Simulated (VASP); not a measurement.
Write the native input for VASP 6.6.1 that does the following.

- Task: single point
- Functional: LDA
- Potentials or basis: VASP PAW LDA potentials, release 64 (Rb_sv, Br)
- Cutoff: 520 eV
- k mesh: 8 × 8 × 8
- Occupations: gaussian, width 0.05 eV
- Spin: no spin polarisation
- Dipole correction: no
- Further INCAR settings: ALGO = Normal; EDIFF = 1e-06; NBANDS = 15

The structure of RbBr lies in POSCAR:

```
RbBr
1.0
    4.1260773000      0.0000000000      0.0000000000
    0.0000000000      4.1260773000      0.0000000000
    0.0000000000      0.0000000000      4.1260773000
Rb Br
1 1
Direct
    0.0000000000      0.0000000000      0.0000000000
    0.5000000000      0.5000000000      0.5000000000
```

These files were run (other wordings do the same):

INCAR

```
SYSTEM = RbBr
ALGO = Normal
EDIFF = 1E-6
ENCUT = 520
GGA = CA
ISIF = 2
ISMEAR = 0
LASPH = .True.
LCHARG = .True.
LELF = .True.
LREAL = .False.
LVHAR = .True.
LWAVE = .False.
NBANDS = 15
NELM = 100
PREC = Accurate
SIGMA = 0.05
```

KPOINTS

```
k-points
0
Gamma
  8 8 8
  0 0 0
```

Potentials or basis: VASP PAW LDA potentials, release 64 (Rb_sv, Br).

The run is started by

```console
$ cat potpaw_LDA.64/Rb_sv/POTCAR potpaw_LDA.64/Br/POTCAR > POTCAR
$ mpirun -np 1 vasp_std > vasp.out
```

It gave:

The pressure is -1.9 GPa. The band gap on the k mesh is 3.69 eV, indirect (least direct gap 3.85 eV).

Wall time 21 s on 1 thread of Intel(R) Xeon(R) Platinum 8259CL CPU @ 2.50GHz (Skylake/Cascade Lake) (shared host), peak memory 0.17 GiB.
